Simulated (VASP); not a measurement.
CdO: single point with r2SCAN

The system is CdO.

```xyz
2
Lattice="0.0000 2.3992 2.3992 2.3992 0.0000 2.3992 2.3992 2.3992 0.0000" Properties=species:S:1:pos:R:3 pbc="T T T"
Cd    0.0000    0.0000    0.0000
O     2.3992    2.3992    2.3992
```

```
Program             : VASP 6.6.1
Task                : single point
Functional          : r2SCAN
Potentials or basis : VASP PAW PBE potentials, release 64 (Cd_sv_GW, O)
Cutoff              : 770 eV
k mesh              : 8 × 8 × 8
Occupations         : fermi-dirac, width 0.02 eV
Spin                : no spin polarisation
```

```yaml
Pressure: -7.9 GPa
Band_gap_on_the_k_mesh: zero (bands 13 and 14 overlap by 0.02 eV)
```

Levels at points of the mesh, in eV from the Fermi level:
```tsv
k point	band 9	band 10	band 11	band 12	band 13	band 14	band 15	band 16	band 17	band 18
(0.00, 0.00, 0.00)	-6.59	-6.59	-1.19	-1.19	-1.19	-0.07	15.08	17.30	17.30	17.30
(0.50, 0.00, 0.00)	-6.40	-6.40	-3.71	-0.05	-0.05	4.97	7.54	12.38	12.38	17.86
(0.50, 0.50, 0.00)	-6.30	-6.04	-3.92	-2.08	-2.08	4.28	8.96	11.52	13.71	13.71
```

It took 70 s on 1 thread of Intel(R) Xeon(R) Platinum 8375C CPU @ 2.90GHz (Ice Lake) (shared host), peak memory 0.21 GiB.

Caveat: the cell stands under tension; semilocal functionals underestimate gaps, and a narrow one can read as zero; the PAW data sets were made with another functional, which shifts forces and pressure a little.
